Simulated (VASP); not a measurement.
**Zr2F3: single point with PBE**

The system is Zr2F3.

```xyz
5
Lattice="2.9806 0.0000 0.0000 0.0000 5.0353 0.0000 0.0000 0.0000 7.6152" Properties=species:S:1:pos:R:3 pbc="T T T"
Zr    1.4903    0.0000    5.9007
Zr    1.4903    0.0000    1.7145
F     1.4903    3.7969    0.0000
F     1.4903    1.2385    0.0000
F     1.4903    0.0000    3.8076
```

The cell was built from a structure type or drawn by symmetry, and may not be a known phase.

```json
{
  "Program": "VASP 6.6.1",
  "Task": "single point",
  "Functional": "PBE",
  "Potentials or basis": "VASP PAW PBE potentials, release 64 (Zr_sv, F)",
  "Cutoff": "520 eV",
  "k mesh": "12 × 8 × 6",
  "Occupations": "gaussian, width 0.1 eV",
  "Spin": "no spin polarisation",
  "Dipole correction": "no",
  "Further INCAR settings": "ALGO = Normal; EDIFF = 1e-06; NBANDS = 30"
}
```

```yaml
Pressure: 0.1 GPa
Largest_force: 0.042 eV/Å
Band_gap_on_the_k_mesh: zero (an odd number of electrons rules out a gap without spin polarisation)
```

Forces on the atoms (eV/Å):
```
Zr   0.000  0.000 -0.042
Zr   0.000  0.000  0.042
F    0.000 -0.039  0.000
F    0.000  0.039  0.000
F    0.000  0.000  0.000
```

Stress tensor (GPa, compression positive):
```
-0.13  0.00  0.00
 0.00 -0.02  0.00
 0.00  0.00  0.34
```

Levels at points of the mesh, in eV from the Fermi level:
| k point | band 19 | band 20 | band 21 | band 22 | band 23 | band 24 | band 25 | band 26 | band 27 | band 28 |
| --- | --- | --- | --- | --- | --- | --- | --- | --- | --- | --- |
| (0.00, 0.00, 0.00) | -5.94 | -5.77 | -2.97 | -2.41 | -0.78 | 0.25 | 2.09 | 2.26 | 2.45 | 2.77 |
| (0.50, 0.00, 0.00) | -7.02 | -5.70 | -0.84 | -0.43 | -0.42 | 0.18 | 0.98 | 1.63 | 3.01 | 3.01 |
| (0.00, 0.50, 0.00) | -6.22 | -6.07 | -2.74 | -2.28 | 0.53 | 0.71 | 0.76 | 1.39 | 2.46 | 2.73 |
| (0.50, 0.50, 0.00) | -7.08 | -6.69 | -1.12 | -0.71 | -0.39 | 0.29 | 1.68 | 2.23 | 2.61 | 2.75 |
| (0.00, 0.00, 0.50) | -5.94 | -5.81 | -2.77 | -2.64 | -0.33 | -0.28 | 1.72 | 2.28 | 2.54 | 2.75 |
| (0.50, 0.00, 0.50) | -7.02 | -5.73 | -0.93 | -0.44 | -0.33 | 0.31 | 1.23 | 1.25 | 2.44 | 2.99 |
| (0.00, 0.50, 0.50) | -6.26 | -6.07 | -2.62 | -2.42 | 0.34 | 0.93 | 1.06 | 1.09 | 2.25 | 2.71 |
| (0.50, 0.50, 0.50) | -6.80 | -6.74 | -1.25 | -0.55 | -0.34 | 0.34 | 1.85 | 1.88 | 2.29 | 2.93 |

Run time: 2.4 min on 1 thread of Intel(R) Xeon(R) 6975P-C (Granite Rapids), with other jobs on the host, peak memory 0.5 GiB.

Caveat: an odd number of electrons without spin polarisation forces a metal; a magnetic or distorted state may lie lower.
